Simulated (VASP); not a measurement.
# TaRu19 in VASP: single point with PBE+D3(BJ)

Aim: the single point of TaRu19 with PBE+D3(BJ).

All numbers are computed with VASP 6.6.1; they aren't measurements. Logs are shortened: lines on timing, memory, paths and dates and some standing lists are left out, and cuts for length are marked.

**1. The cell of the first run**

The cell holds a slab with vacuum, 20 atoms: a = 5.440 Å, b = 5.440 Å, c = 20.594 Å, α = 90.00°, β = 90.00°, γ = 120.00°.

**2. Single point, PBE+D3(BJ)**

INCAR reads:

```
SYSTEM = TaRu19
ALGO = Normal ; DIPOL = 0.5 0.5 0.500
EDIFF = 1E-6 ; ENCUT = 400
GGA = PE ; GGA_COMPAT = .FALSE.
IDIPOL = 3 ; ISIF = 2
ISMEAR = 1 ; IVDW = 12
LASPH = .TRUE. ; LCHARG = .FALSE.
LDIPOL = .TRUE. ; LREAL = .FALSE.
LWAVE = .FALSE. ; NBANDS = 154
NELM = 120 ; NELMDL = -8
PREC = Accurate ; SIGMA = 0.1
```

KPOINTS reads:

```
k-points
0
G
  9 9 1
  0 0 0
```

POSCAR reads:

```
TaRu19
1.0
    5.4395046079      0.0000000000      0.0000000000
   -2.7197523040      4.7107491745      0.0000000000
    0.0000000000      0.0000000000     20.5940128308
Ru Ta
19 1
Direct
    0.1666666667      0.3333333333      0.2936024406
    0.1638648736      0.8319324368      0.2925529523
    0.6680675632      0.3361351264      0.2925529523
    0.6680675632      0.8319324368      0.2925529523
    0.3346648131      0.1653351869      0.3920380172
    0.3346648131      0.6693296262      0.3920380172
    0.8306703738      0.1653351869      0.3920380172
    0.8333333333      0.6666666667      0.3945349308
    0.1636246148      0.8318123074      0.5000000000
    0.6681876926      0.3363753852      0.5000000000
    0.6681876926      0.8318123074      0.5000000000
    0.3346648120      0.1653351880      0.6079619829
    0.3346648120      0.6693296239      0.6079619829
    0.8306703761      0.1653351880      0.6079619829
    0.8333333333      0.6666666667      0.6054650693
    0.1666666667      0.3333333333      0.7063975597
    0.1638648735      0.8319324367      0.7074470476
    0.6680675633      0.3361351265      0.7074470476
    0.6680675633      0.8319324367      0.7074470476
    0.1666666667      0.3333333333      0.4999999992
```

Potentials or basis: VASP PAW PBE potentials, release 64 (Ru_pv, Ta_pv).

Launch:

```console
$ cat potpaw_PBE.64/Ru_pv/POTCAR potpaw_PBE.64/Ta_pv/POTCAR > POTCAR
$ mpirun -np 1 vasp_std > vasp.out
```

OUTCAR:

```text
SYSTEM = TaRu19
   EDIFF = 1E-6
   ENCUT = 400
   GGA = PE
   ISIF = 2
   ISMEAR = 1
   IVDW = 12
   LASPH = .TRUE.
   LREAL = .FALSE.
   NELM = 120
   NELMDL = -8
   PREC = Accurate
 IVDW          = 12

 ion  position               nearest neighbor table
   1  0.167  0.333  0.294-   5 2.57   7 2.57   6 2.57   3 2.72   2 2.72   4 2.72   4 2.72   3 2.72
                             2 2.72
   2  0.164  0.832  0.293-   6 2.58   5 2.58   8 2.61   4 2.70   3 2.70   1 2.72   1 2.72   4 2.74
                             3 2.74
   3  0.668  0.336  0.293-   5 2.58   7 2.58   8 2.61   2 2.70   4 2.70   1 2.72   1 2.72   2 2.74
                             4 2.74
   4  0.668  0.832  0.293-   6 2.58   7 2.58   8 2.61   2 2.70   3 2.70   1 2.72   1 2.72   2 2.74
                             3 2.74
   5  0.335  0.165  0.392-   1 2.57   3 2.58   2 2.58   7 2.70   6 2.70   8 2.72   8 2.72  10 2.72
                             9 2.72  20 2.73   7 2.74   6 2.74
   6  0.335  0.669  0.392-   1 2.57   4 2.58   2 2.58   7 2.70   5 2.70   8 2.72   8 2.72  11 2.72
                             9 2.72  20 2.73   7 2.74   5 2.74
   7  0.831  0.165  0.392-   1 2.57   3 2.58   4 2.58   5 2.70   6 2.70   8 2.72   8 2.72  10 2.72
                            11 2.72  20 2.73   5 2.74   6 2.74
   8  0.833  0.667  0.395-   4 2.61   2 2.61   3 2.61  11 2.67   9 2.67  10 2.67   6 2.72   7 2.72
                             5 2.72   5 2.72   6 2.72   7 2.72
   9  0.164  0.832  0.500-   8 2.67  15 2.67  11 2.69  10 2.69  20 2.72  20 2.72   6 2.72   5 2.72
[... 9 lines left out ...]
  14  0.831  0.165  0.608-  16 2.57  18 2.58  19 2.58  12 2.70  13 2.70  15 2.72  15 2.72  11 2.72
                            10 2.72  20 2.73  12 2.74  13 2.74
  15  0.833  0.667  0.605-  19 2.61  17 2.61  18 2.61  11 2.67   9 2.67  10 2.67  13 2.72  14 2.72
                            12 2.72  12 2.72  13 2.72  14 2.72
  16  0.167  0.333  0.706-  14 2.57  12 2.57  13 2.57  18 2.72  18 2.72  19 2.72  19 2.72  17 2.72
                            17 2.72
  17  0.164  0.832  0.707-  13 2.58  12 2.58  15 2.61  19 2.70  18 2.70  16 2.72  16 2.72  19 2.74
                            18 2.74
  18  0.668  0.336  0.707-  12 2.58  14 2.58  15 2.61  17 2.70  19 2.70  16 2.72  16 2.72  17 2.74
                            19 2.74
  19  0.668  0.832  0.707-  13 2.58  14 2.58  15 2.61  17 2.70  18 2.70  16 2.72  16 2.72  17 2.74
                            18 2.74
  20  0.167  0.333  0.500-  10 2.72   9 2.72  11 2.72  11 2.72  10 2.72   9 2.72   5 2.73   7 2.73
                             6 2.73  14 2.73  12 2.73  13 2.73

  LATTYP: Found a hexagonal cell.
 ALAT       =     5.4395046079
 C/A-ratio  =     3.7860088952

  Lattice vectors:

 A1 = (   5.4395046079,   0.0000000000,   0.0000000000)
 A2 = (  -2.7197523040,   4.7107491745,   0.0000000000)
 A3 = (   0.0000000000,   0.0000000000,  20.5940128308)

Analysis of symmetry for initial positions (statically):
=====================================================================
 Subroutine PRICEL returns:
 Original cell was already a primitive cell.

 Routine SETGRP: Setting up the symmetry group for a
 hexagonal supercell.

 Subroutine GETGRP returns: Found 12 space group operations
 (whereof  4 operations were pure point group operations)
 out of a pool of 24 trial point group operations.

The static configuration has the point symmetry C_2v.
 The point group associated with its full space group is D_3h.

Analysis of symmetry for dynamics (positions and initial velocities):
=====================================================================
 Subroutine PRICEL returns:
 Original cell was already a primitive cell.

 Routine SETGRP: Setting up the symmetry group for a
 hexagonal supercell.

 Subroutine GETGRP returns: Found 12 space group operations
 (whereof  4 operations were pure point group operations)
 out of a pool of 24 trial point group operations.

The dynamic configuration has the point symmetry C_2v.
 The point group associated with its full space group is D_3h.

 Subroutine INISYM returns: Found 12 space group operations
 (whereof  4 operations are pure point group operations),
 and found     1 'primitive' translations

----------------------------------------------------------------------------------------

                                     Primitive cell

  volume of cell :     527.7039

  direct lattice vectors                    reciprocal lattice vectors
     5.439504608  0.000000000  0.000000000     0.183840271  0.106140230  0.000000000
[... 68 lines left out ...]

  Shift w.r.t. Gamma in fractional coordinates (k-lattice)
     0.000000000  0.000000000  0.000000000

 Subroutine IBZKPT returns following result:
 ===========================================

 Found     12 irreducible k-points:

 Following reciprocal coordinates:
            Coordinates               Weight
  0.000000  0.000000  0.000000      1.000000
  0.111111 -0.000000  0.000000      6.000000
  0.222222 -0.000000  0.000000      6.000000
  0.333333  0.000000  0.000000      6.000000
  0.444444 -0.000000  0.000000      6.000000
  0.111111  0.111111  0.000000      6.000000
  0.222222  0.111111  0.000000     12.000000
  0.333333  0.111111  0.000000     12.000000
  0.444444  0.111111  0.000000      6.000000
  0.222222  0.222222  0.000000      6.000000
  0.333333  0.222222  0.000000     12.000000
  0.333333  0.333333  0.000000      2.000000
   k-points           NKPTS =     12   k-points in BZ     NKDIM =     12   number of bands    NBANDS=    154
   number of dos      NEDOS =    301   number of ions     NIONS =     20
   total plane-waves  NPLWV = 181440
   dimension x,y,z NGX =    36 NGY =   36 NGZ =  140
   dimension x,y,z NGXF=    72 NGYF=   72 NGZF=  280
   ions per type =              19   1
   NGX,Y,Z   is equivalent  to a cutoff of  11.00, 11.00, 11.30 a.u.
   NGXF,Y,Z  is equivalent  to a cutoff of  22.01, 22.01, 22.60 a.u.
 SYSTEM =  TaRu19
   PREC   = accura    normal or accurate (medium, high low for compatibility)
   ISTART =      0    job   : 0-new  1-cont  2-samecut
   ICHARG =      2    charge: 1-file 2-atom 10-const
   ISPIN  =      1    spin polarized calculation?
   LNONCOLLINEAR =      F non collinear calculations
   LSORBIT =      F    spin-orbit coupling
   LASPH  =      T    aspherical Exc in radial PAW
   ENCUT  =  400.0 eV  29.40 Ry    5.42 a.u.   8.87  8.87 33.58*2*pi/ulx,y,z
   NELM   =    120;   NELMIN=  2; NELMDL= -8     # of ELM steps
   EDIFF  = 0.1E-05   stopping-criterion for ELM
   LREAL  =      F    real-space projection
   EDIFFG = 0.1E-04   stopping-criterion for IOM
   NSW    =      0    number of steps for IOM
   IBRION =     -1    ionic relax: 0-MD 1-quasi-New 2-CG
   NFREE  =      0    steps in history (QN), initial steepest desc. (CG)
   ISIF   =      2    stress and relaxation
   ISYM   =      2    0-nonsym 1-usesym 2-fastsym
   POTIM  = 0.5000    time-step for ionic-motion
   TEBEG  =    0.0;   TEEND  =   0.0 temperature during run
   PSTRESS=    0.0 pullay stress
   NELECT =     277.0000    total number of electrons
   NUPDOWN=      -1.0000    fix difference up-down
   EMIN   =  10.00;   EMAX   =-10.00  energy-range for DOS
   EFERMI =   0.00;   METHOD = LEGACY
   ISMEAR =     1;   SIGMA  =   0.10  broadening in eV -4-tet -1-fermi 0-gaus
   EFERMI_NEDOS =   21; number of points for ismear=-14 and -15
   IALGO  =     38    algorithm
   IMIX   =      4    mixing-type and parameters
     AMIX     =   0.40;   BMIX     =  1.00
     AMIX_MAG =   1.60;   BMIX_MAG =  1.00
  volume/ion in A,a.u.               =      26.39       178.06
  Fermi-wavevector in a.u.,A,eV,Ry     =   1.320600  2.495572 23.728350  1.743985
  Thomas-Fermi vector in A             =   2.450415
   LORBIT       =      0    0 simple, 1 ext, 2 COOP (PROOUT), +10 PAW based schemes
   GGA     = PE    functional components
   LHFCALC =     F    Hartree Fock is set to
   AEXX    =    0.0000 exact exchange contribution
   IVDW    =    12    specifies the selected vdW correction
   LEPSILON=     F    determine dielectric tensor
   LRPA    =     F    only Hartree local field effects (RPA)
 non-spin polarized calculation
 Methfessel and Paxton  Order N= 1 SIGMA  =   0.10
  energy-cutoff  :      400.00
  volume of cell :      527.70
 maximum number of plane-waves:      9612
 NGX is ok and might be reduce to    36
   NGX = 17   NGY = 17   NGZ = 67

 number of electron     276.9999889 magnetization

 dipolmoment           0.000000      0.000000      0.000000 electrons x Angstroem

 Free energy of the ion-electron system (eV)
  ---------------------------------------------------
  ext. energy  EPLUGINS =         0.00000000
  ---------------------------------------------------
  free energy    TOTEN  =      -179.61311446 eV

  energy without entropy =     -179.62265305  energy(sigma->0) =     -179.61629399

 E-fermi :   4.2119     XC(G=0):  -8.2780

 val. band max:        4.2107139816   @ k =   0.1111   0.1111   0.0000
 cond. band min:       4.2294640546   @ k =   0.3333   0.2222   0.0000
 fundamental gap:      0.0187500729
 Fermi energy:         4.2119362021

 k-point     1 :       0.0000    0.0000    0.0000
  band No.  band energies     occupation
      1     -39.3221      2.00000
      2     -39.3221      2.00000
      3     -39.3220      2.00000
      4     -39.2818      2.00000
      5     -39.2818      2.00000
      6     -39.2802      2.00000
[... 1825 lines left out ...]
    149       4.8881     -0.00000
    150       4.9377     -0.00000
 [bands above 150 left out]

------------------------ aborting loop because EDIFF is reached ----------------------------------------

 vacuum level on the upper side and lower side of the slab       (xc-potential included)        -0.277        -0.277

 Edisp (eV)   -9.84026

 E8    (eV) :    -4.6636

  FORCE on cell =-STRESS in cart. coord.  units (eV):
  Direction    XX          YY          ZZ          XY          YZ          ZX
  --------------------------------------------------------------------------------------
  -------------------------------------------------------------------------------------
  Total     -16.25229   -16.25229    -8.79714     0.00000     0.00000     0.00000
  in kB     -49.34405   -49.34405   -26.70926     0.00000     0.00000     0.00000
  external pressure =      -41.80 kB  Pullay stress =        0.00 kB

 VOLUME and BASIS-vectors are now :
 -----------------------------------------------------------------------------
  energy-cutoff  :      400.00
  volume of cell :      527.70
      direct lattice vectors                 reciprocal lattice vectors
     5.439504608  0.000000000  0.000000000     0.183840271  0.106140230  0.000000000
    -2.719752304  4.710749175  0.000000000     0.000000000  0.212280460  0.000000000
     0.000000000  0.000000000 20.594012831     0.000000000  0.000000000  0.048557802

 POSITION                                       TOTAL-FORCE (eV/Angst)
 -----------------------------------------------------------------------------------
      0.00000      1.57025      6.04645         0.000000     -0.000000      0.145276
     -1.37131      3.91903      6.02484        -0.010308     -0.005952      0.149591
      2.71975      1.58345      6.02484        -0.000000      0.011903      0.149591
      1.37131      3.91903      6.02484         0.010308     -0.005952      0.149591
      1.37074      0.77885      8.07364         0.003499     -0.002020      0.099975
     -0.00000      3.15304      8.07364        -0.000000      0.004041      0.099975
[... 12 lines left out ...]
      1.37131      3.91903     14.56917         0.010308     -0.005952     -0.149591
      0.00000      1.57025     10.29701         0.000000     -0.000000      0.000000
 -----------------------------------------------------------------------------------
    total drift:                                0.000002     -0.000001      0.000003

  FREE ENERGIE OF THE ION-ELECTRON SYSTEM (eV)
  ---------------------------------------------------
  free  energy   TOTEN  =      -189.4533772388 eV

  energy  without entropy=     -189.4629158386  energy(sigma->0) =     -189.45655677

 vacuum level on the upper side and lower side of the slab         8.824         8.824
```

It took 64 min on 1 thread of Intel Xeon 8259CL, shared host; peak memory 0.69 GiB.

What came out:

| Item | Value |
| --- | --- |
| Free energy | -189.4534 eV |
| Largest force | 0.150 eV/Å |
| Band gap on the k mesh | zero (an odd number of electrons rules out a gap without spin polarisation) |
| Dispersion energy per atom | -0.492 eV |

Forces on the atoms (eV/Å):
```
Ru   0.000  0.000  0.145
Ru  -0.010 -0.006  0.150
Ru   0.000  0.012  0.150
Ru   0.010 -0.006  0.150
Ru   0.003 -0.002  0.100
Ru   0.000  0.004  0.100
Ru  -0.003 -0.002  0.100
Ru   0.000  0.000  0.090
Ru   0.003  0.002  0.000
Ru   0.000 -0.003  0.000
Ru  -0.003  0.002  0.000
Ru   0.003 -0.002 -0.100
Ru   0.000  0.004 -0.100
Ru  -0.003 -0.002 -0.100
Ru   0.000  0.000 -0.090
Ru   0.000  0.000 -0.145
Ru  -0.010 -0.006 -0.150
Ru   0.000  0.012 -0.150
Ru   0.010 -0.006 -0.150
Ta   0.000  0.000  0.000
```

Caveat: spin-orbit coupling is left out, which moves the levels of the heavy elements.
